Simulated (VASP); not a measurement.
# BaTiO3 (P4mm) in VASP: a series of runs, part 2 of 2

VASP 6.6.1. The steps go on from the part before.

## Step 5: Single point, PBE+U

This run uses another cell than the first one, of 12.76 Å³/atom, 0.928 times its volume.

Input file INCAR:

```
PREC     = Accurate       # precision mode
ENCUT    = 520            # plane-wave cutoff, eV
EDIFF    = 1E-7           # SCF threshold, eV
ISMEAR   = 0              # smearing method
SIGMA    = 0.05           # smearing width, eV
LREAL    = False          # projectors in reciprocal space
LASPH    = True           # aspherical terms in the spheres
NELM     = 150            # most SCF steps
ALGO     = Normal         # electronic algorithm
ISIF     = 2              # what is computed and relaxed
LWAVE    = False          # write WAVECAR
LCHARG   = False          # write CHGCAR
LMAXMIX  = 4              # l up to which the mixer works
LDAU     = True           # DFT+U
LDAUTYPE = 2            
LDAUL    = -1 2 -1        # shell
LDAUU    = 0 4 0          # U, eV
LDAUJ    = 0 0 0        
LDAUPRINT= 1            
GGA      = PE             # functional
NBANDS   = 28             # bands
```

Input file KPOINTS:

```
regular mesh
0
Gamma
  8 8 8
```

Input file POSCAR:

```
BaTiO3
1.0
    3.9954120776      0.0000000000      0.0000000000
    0.0000000000      3.9954120776      0.0000000000
    0.0000000000      0.0000000000      3.9954120776
Ba Ti O
1 1 3
Direct
    0.5003431908      0.5000000000      0.5000000000
    0.0127016912      0.0000000000      0.0000000000
    0.4793489537      0.0000000000      0.0000000000
   -0.0101482944      0.5000000000      0.0000000000
   -0.0101482944      0.0000000000      0.5000000000
```

The run is started by

```sh
$ cat potpaw_PBE.64/Ba_sv/POTCAR potpaw_PBE.64/Ti_sv/POTCAR potpaw_PBE.64/O/POTCAR > POTCAR
$ mpirun -np 1 vasp_std > vasp.out
```

Wall time 2.4 min (1 thread of Intel Xeon Platinum 8488C (Sapphire Rapids), shared host); peak memory 0.26 GiB.

It converged, with:

```yaml
Free_energy: -37.2384 eV
Pressure: 9.3 GPa
Largest_force: 0.765 eV/Å
Band_gap_on_the_k_mesh: 2.28 eV, indirect (least direct gap 2.59 eV)
```

Forces in eV/Å, atoms in the order of the input:
```
Ba   0.003  0.000  0.000
Ti  -0.662  0.000  0.000
O    0.765  0.000  0.000
O   -0.052  0.000  0.000
O   -0.052  0.000  0.000
```

Stress tensor (GPa, compression positive):
```
11.35  0.00  0.00
 0.00  8.32  0.00
 0.00  0.00  8.32
```

Levels at points of the mesh, in eV from the valence-band top:
| k point | band 16 | band 17 | band 18 | band 19 | band 20 | band 21 | band 22 | band 23 | band 24 | band 25 |
| --- | --- | --- | --- | --- | --- | --- | --- | --- | --- | --- |
| (0.00, 0.00, 0.00) | -1.27 | -1.14 | -0.34 | -0.31 | -0.31 | 2.28 | 2.45 | 2.45 | 4.06 | 4.16 |
| (0.50, 0.00, 0.00) | -1.99 | -1.93 | -1.93 | -0.78 | -0.78 | 2.48 | 4.06 | 4.06 | 4.07 | 6.04 |
| (0.00, 0.50, 0.00) | -1.98 | -1.74 | -1.65 | -0.99 | -0.92 | 2.61 | 3.99 | 4.00 | 4.12 | 5.91 |
| (0.50, 0.50, 0.00) | -2.63 | -1.88 | -0.90 | -0.89 | -0.18 | 4.01 | 4.07 | 4.44 | 4.86 | 7.69 |
| (0.00, 0.50, 0.50) | -2.68 | -1.93 | -1.02 | -1.02 | -0.09 | 4.03 | 4.03 | 4.44 | 4.77 | 7.70 |
| (0.50, 0.50, 0.50) | -2.40 | -2.30 | -0.09 | -0.09 | 0.00 | 4.68 | 4.68 | 4.68 | 6.49 | 6.66 |

Eigenvalues of the final occupation matrices:
| site | spin | trace | eigenvalues |
| --- | --- | --- | --- |
| site 2 d | 1 | 0.81 | 0.10 0.11 0.11 0.24 0.25 |
| site 2 d | 2 | 0.81 | 0.10 0.11 0.11 0.24 0.25 |

Caveat: spin-orbit coupling is left out, which moves the levels of the heavy elements. A k mesh can miss the band edges.

## Step 6: Single point, PBE+U

This run uses another cell than the first one, of 13.08 Å³/atom, 0.952 times its volume.

Input file INCAR:

```
SYSTEM = BaTiO3
  PREC = Accurate
  ENCUT = 520
  EDIFF = 1E-6
  ISMEAR = 0
  SIGMA = 0.05
  LREAL = .FALSE.
  LASPH = .TRUE.
  NELM = 150
  ALGO = Normal
  ISIF = 2
  LWAVE = .FALSE.
  LCHARG = .FALSE.
  LMAXMIX = 4
  LDAU = .TRUE.
  LDAUTYPE = 2
  LDAUL = -1 2 -1
  LDAUU = 0 4 0
  LDAUJ = 0 0 0
  LDAUPRINT = 1
  GGA = PE
  NBANDS = 28
```

Input file KPOINTS:

```
Automatic mesh
0
G
  8 8 8
  0 0 0
```

Input file POSCAR:

```
BaTiO3
1.0
    4.0288515454      0.0000000000      0.0000000000
    0.0000000000      4.0288515454      0.0000000000
    0.0000000000      0.0000000000      4.0288515454
Ba Ti O
1 1 3
Direct
    0.5002289314      0.5000000000      0.5000000000
    0.0084728830      0.0000000000      0.0000000000
    0.4862243621      0.0000000000      0.0000000000
   -0.0067695954      0.5000000000      0.0000000000
   -0.0067695954      0.0000000000      0.5000000000
```

Potentials or basis: VASP PAW PBE potentials, release 64 (Ba_sv, Ti_sv, O).

The run is started by

```sh
$ cat potpaw_PBE.64/Ba_sv/POTCAR potpaw_PBE.64/Ti_sv/POTCAR potpaw_PBE.64/O/POTCAR > POTCAR
$ mpirun -np 1 vasp_std > vasp.out
```

OUTCAR:

```text
SYSTEM = BaTiO3
   PREC = Accurate
   ENCUT = 520
   EDIFF = 1E-6
   ISMEAR = 0
   LREAL = .FALSE.
   LASPH = .TRUE.
   NELM = 150
   ISIF = 2
   GGA = PE

 ion  position               nearest neighbor table
   1  0.500  0.500  0.500-   4 2.83   5 2.83   4 2.83   5 2.83   3 2.85   3 2.85   3 2.85   3 2.85
                             4 2.87   5 2.87   4 2.87   5 2.87   2 3.47   2 3.47   2 3.47   2 3.47
   2  0.008  0.000  0.000-   3 1.92   4 2.02   5 2.02   5 2.02   4 2.02   3 2.10   1 3.47   1 3.47
                             1 3.47   1 3.47   1 3.51   1 3.51   1 3.51   1 3.51
   3  0.486  0.000  0.000-   2 1.92   2 2.10   1 2.85   1 2.85   1 2.85   1 2.85
   4  0.993  0.500  0.000-   2 2.02   2 2.02   1 2.83   1 2.83   1 2.87   1 2.87
   5  0.993  0.000  0.500-   2 2.02   2 2.02   1 2.83   1 2.83   1 2.87   1 2.87

  LATTYP: Found a simple cubic cell.
 ALAT       =     4.0288515454

  Lattice vectors:

 A1 = (   4.0288515454,   0.0000000000,   0.0000000000)
 A2 = (   0.0000000000,   4.0288515454,   0.0000000000)
 A3 = (   0.0000000000,   0.0000000000,   4.0288515454)

Analysis of symmetry for initial positions (statically):
=====================================================================
 Subroutine PRICEL returns:
 Original cell was already a primitive cell.

 Routine SETGRP: Setting up the symmetry group for a
 simple cubic supercell.

 Subroutine GETGRP returns: Found  8 space group operations
 (whereof  8 operations were pure point group operations)
 out of a pool of 48 trial point group operations.

The static configuration has the point symmetry C_4v.

Analysis of symmetry for dynamics (positions and initial velocities):
=====================================================================
 Subroutine PRICEL returns:
 Original cell was already a primitive cell.

 Routine SETGRP: Setting up the symmetry group for a
 simple cubic supercell.

 Subroutine GETGRP returns: Found  8 space group operations
 (whereof  8 operations were pure point group operations)
 out of a pool of 48 trial point group operations.

The dynamic configuration has the point symmetry C_4v.

 Subroutine INISYM returns: Found  8 space group operations
 (whereof  8 operations are pure point group operations),
 and found     1 'primitive' translations

----------------------------------------------------------------------------------------

                                     Primitive cell

  volume of cell :      65.3949

  direct lattice vectors                    reciprocal lattice vectors
     4.028851545  0.000000000  0.000000000     0.248209692  0.000000000  0.000000000
     0.000000000  4.028851545  0.000000000     0.000000000  0.248209692  0.000000000
     0.000000000  0.000000000  4.028851545     0.000000000  0.000000000  0.248209692

  length of vectors
     4.028851545  4.028851545  4.028851545     0.248209692  0.248209692  0.248209692

  position of ions in fractional coordinates (direct lattice)
     0.500228931  0.500000000  0.500000000
[... 106 lines left out ...]
  Fermi-wavevector in a.u.,A,eV,Ry     =   1.389676  2.626107 26.275564  1.931199
  Thomas-Fermi vector in A             =   2.513684
   LORBIT       =      0    0 simple, 1 ext, 2 COOP (PROOUT), +10 PAW based schemes
 LDA+U is selected, type is set to LDAUTYPE =  2
   angular momentum for each species LDAUL =    -1    2   -1
   U (eV)           for each species LDAUU =   0.0  4.0  0.0
   J (eV)           for each species LDAUJ =   0.0  0.0  0.0
   GGA     = PE    functional components
   LHFCALC =     F    Hartree Fock is set to
   AEXX    =    0.0000 exact exchange contribution
   IVDW    =     0    specifies the selected vdW correction
   LEPSILON=     F    determine dielectric tensor
   LRPA    =     F    only Hartree local field effects (RPA)
 non-spin polarized calculation
 Gauss-broadening in eV      SIGMA  =   0.05
  energy-cutoff  :      520.00
  volume of cell :       65.39
 maximum number of plane-waves:      1791
 NGX is ok and might be reduce to    30

atom =   2  type =  2  l = 2

 onsite density matrix

spin component  1

  0.1056  0.0000  0.0000 -0.0000  0.0000
  0.0000  0.1019  0.0000 -0.0000  0.0000
  0.0000  0.0000  0.2337  0.0000 -0.0027
 -0.0000 -0.0000  0.0000  0.1056  0.0000
  0.0000  0.0000 -0.0027  0.0000  0.2369

spin component  2

  0.1056  0.0000  0.0000 -0.0000  0.0000
  0.0000  0.1019  0.0000 -0.0000  0.0000
  0.0000  0.0000  0.2337  0.0000 -0.0027
 -0.0000 -0.0000  0.0000  0.1056  0.0000
  0.0000  0.0000 -0.0027  0.0000  0.2369

 occupancies and eigenvectors

  o =  0.1019  v =  0.0000 -1.0000 -0.0000  0.0000 -0.0000  0.0000  0.0000  0.0000  0.0000  0.0000      0.0000  0.0000  0.0000  0.0000  0.0000  0.0000  0.0000  0.0000  0.0000  0.0000
  o =  0.1019  v =  0.0000  0.0000  0.0000  0.0000  0.0000  0.0000 -1.0000 -0.0000  0.0000 -0.0000      0.0000  0.0000  0.0000  0.0000  0.0000  0.0000  0.0000  0.0000  0.0000  0.0000
  o =  0.1056  v =  0.0000  0.0000  0.0000  1.0000  0.0000  0.0000  0.0000  0.0000  0.0000  0.0000      0.0000  0.0000  0.0000  0.0000  0.0000  0.0000  0.0000  0.0000  0.0000  0.0000
  o =  0.1056  v =  0.0000  0.0000  0.0000  0.0000  0.0000  0.0000  0.0000  0.0000  1.0000  0.0000      0.0000  0.0000  0.0000  0.0000  0.0000  0.0000  0.0000  0.0000  0.0000  0.0000
  o =  0.1056  v =  0.0000  0.0000  0.0000  0.0000  0.0000  1.0000  0.0000  0.0000  0.0000  0.0000      0.0000  0.0000  0.0000  0.0000  0.0000  0.0000  0.0000  0.0000  0.0000  0.0000
  o =  0.1056  v =  1.0000  0.0000  0.0000  0.0000  0.0000  0.0000  0.0000  0.0000  0.0000  0.0000      0.0000  0.0000  0.0000  0.0000  0.0000  0.0000  0.0000  0.0000  0.0000  0.0000
  o =  0.2321  v =  0.0000 -0.0000  0.8660 -0.0000  0.5000  0.0000  0.0000  0.0000  0.0000  0.0000      0.0000  0.0000  0.0000  0.0000  0.0000  0.0000  0.0000  0.0000  0.0000  0.0000
  o =  0.2321  v =  0.0000  0.0000  0.0000  0.0000  0.0000  0.0000 -0.0000  0.8660 -0.0000  0.5000      0.0000  0.0000  0.0000  0.0000  0.0000  0.0000  0.0000  0.0000  0.0000  0.0000
  o =  0.2385  v =  0.0000  0.0000  0.0000  0.0000  0.0000  0.0000 -0.0000 -0.5000 -0.0000  0.8660      0.0000  0.0000  0.0000  0.0000  0.0000  0.0000  0.0000  0.0000  0.0000  0.0000
  o =  0.2385  v =  0.0000 -0.0000 -0.5000 -0.0000  0.8660  0.0000  0.0000  0.0000  0.0000  0.0000      0.0000  0.0000  0.0000  0.0000  0.0000  0.0000  0.0000  0.0000  0.0000  0.0000

 number of electron      39.9999985 magnetization

 Free energy of the ion-electron system (eV)
  ---------------------------------------------------
  ext. energy  EPLUGINS =         0.00000000
  ---------------------------------------------------
  free energy    TOTEN  =       -37.32594064 eV

  energy without entropy =      -37.32594064  energy(sigma->0) =      -37.32594064

 E-fermi :   4.1090     XC(G=0): -11.1615

 val. band max:        3.8394687936   @ k =   0.5000   0.5000   0.5000
 cond. band min:       6.0303677959   @ k =   0.0000   0.0000   0.0000
 fundamental gap:      2.1908990023
 Fermi energy:         4.1089535396

 k-point     1 :       0.0000    0.0000    0.0000
  band No.  band energies     occupation
      1     -53.9569      2.00000
      2     -30.1244      2.00000
      3     -30.1089      2.00000
      4     -30.1089      2.00000
      5     -21.0512      2.00000
      6     -13.0867      2.00000
[... 733 lines left out ...]
     27      11.9315      0.00000
     28      12.2786      0.00000

 [... further k-points ...]

------------------------ aborting loop because EDIFF is reached ----------------------------------------

  FORCE on cell =-STRESS in cart. coord.  units (eV):
  Direction    XX          YY          ZZ          XY          YZ          ZX
  --------------------------------------------------------------------------------------
  -------------------------------------------------------------------------------------
  Total        1.9603768      1.4657454      1.4657454      0.0000000     -0.0000000      0.0000000
  in kB       48.0293098     35.9108205     35.9108205      0.0000000     -0.0000000      0.0000000
  external PRESSURE =      39.9503169 kB  Pullay stress =       0.0000000 kB

 VOLUME and BASIS-vectors are now :
 -----------------------------------------------------------------------------
  energy-cutoff  :      520.00
  volume of cell :       65.39
      direct lattice vectors                 reciprocal lattice vectors
     4.028851545  0.000000000  0.000000000     0.248209692  0.000000000  0.000000000
     0.000000000  4.028851545  0.000000000     0.000000000  0.248209692  0.000000000
     0.000000000  0.000000000  4.028851545     0.000000000  0.000000000  0.248209692

 POSITION                                       TOTAL-FORCE (eV/Angst)
 -----------------------------------------------------------------------------------
      2.01535      2.01443      2.01443         0.005396      0.000000     -0.000000
      0.03414      0.00000      0.00000        -0.212112      0.000000     -0.000000
      1.95893      0.00000      0.00000         0.276761     -0.000000      0.000000
      4.00158      2.01443      0.00000        -0.035023     -0.000000     -0.000000
      4.00158      0.00000      2.01443        -0.035023      0.000000      0.000000
 -----------------------------------------------------------------------------------
    total drift:                               -0.000234      0.000000     -0.000000

  FREE ENERGIE OF THE ION-ELECTRON SYSTEM (eV)
  ---------------------------------------------------
  free  energy   TOTEN  =       -37.3259406369 eV

  energy  without entropy=      -37.3259406369  energy(sigma->0) =      -37.32594064
```

It took 2 min on 1 thread of Intel Xeon Platinum 8488C (Sapphire Rapids), shared host; peak memory 0.27 GiB.

Results:

* Free energy: -37.3259 eV
* Pressure: 4.0 GPa
* Largest force: 0.277 eV/Å
* Band gap on the k mesh: 2.19 eV, indirect (least direct gap 2.46 eV)

Forces in eV/Å, atoms in the order of the input:
```
Ba   0.005  0.000  0.000
Ti  -0.212  0.000  0.000
O    0.277  0.000  0.000
O   -0.035  0.000  0.000
O   -0.035  0.000  0.000
```

Stress tensor (GPa, compression positive):
```
4.80 0.00 0.00
0.00 3.59 0.00
0.00 0.00 3.59
```

Eigenvalues of the final occupation matrices:
| site | spin | trace | eigenvalues |
| --- | --- | --- | --- |
| site 2 d | 1 | 0.78 | 0.10 0.11 0.11 0.23 0.24 |
| site 2 d | 2 | 0.78 | 0.10 0.11 0.11 0.23 0.24 |

Caveat: spin-orbit coupling is left out, which moves the levels of the heavy elements. A k mesh can miss the band edges.

## Step 7: The runs side by side

| cell | gap on the mesh (eV) | pressure (GPa) | largest force (eV/Å) |
| --- | --- | --- | --- |
| a = 4.096 Å, 5 atoms | 2.05 | -4.2 | 0.03 |
| a = 3.995 Å, 5 atoms | 2.28 | 9.3 | 0.76 |
| a = 4.029 Å, 5 atoms | 2.19 | 4.0 | 0.28 |

Some of these runs hold the atoms at other places in the same cell, which the table doesn't show; runs alike in all that it shows share one row.

Alike in all rows: task single point; level PBE+U; potentials or basis VASP PAW PBE potentials, release 64 (Ba_sv, Ti_sv, O); no spin polarisation; Ti d U = 4.0 eV; k mesh 8 × 8 × 8; cutoff (eV) 520; smearing gaussian 0.05 eV.

Caveats: spin-orbit coupling is left out, which moves the levels of the heavy elements.

Absolute energies hang on the potentials; compare differences alone.
